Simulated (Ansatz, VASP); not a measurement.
Ge: VASP beside Ansatz

```xyz
1
Lattice="1.4155 -2.6347 0.0000 1.4155 2.6347 0.0000 0.0000 0.0000 2.7337" Properties=species:S:1:pos:R:3 pbc="T T T"
Ge    1.4155    0.0000    0.0000
```

Alike in both runs: task single point; functional r2SCAN; k mesh 12 × 12 × 11; no spin polarisation.

```csv
,VASP,Ansatz
version,VASP 6.6.1,Ansatz 0.2.0
potentials or method,"VASP PAW PBE potentials, release 64 (Ge_d), cutoff 520 eV","plane waves, PAW"
occupations,"methfessel-paxton of order 1, width 0.15 eV","cold, width 0.15 eV"
valence electrons in the cell,14,14
```

|  | VASP | Ansatz | Ansatz less VASP |
| --- | --- | --- | --- |
| pressure (GPa) | -5.6 | -5.4 | +0.15 |
| traceless stress, the component that is largest in VASP (GPa) | -2.11 | -2.14 | -0.030 |

VASP's potentials were made for PBE, not for r2SCAN.
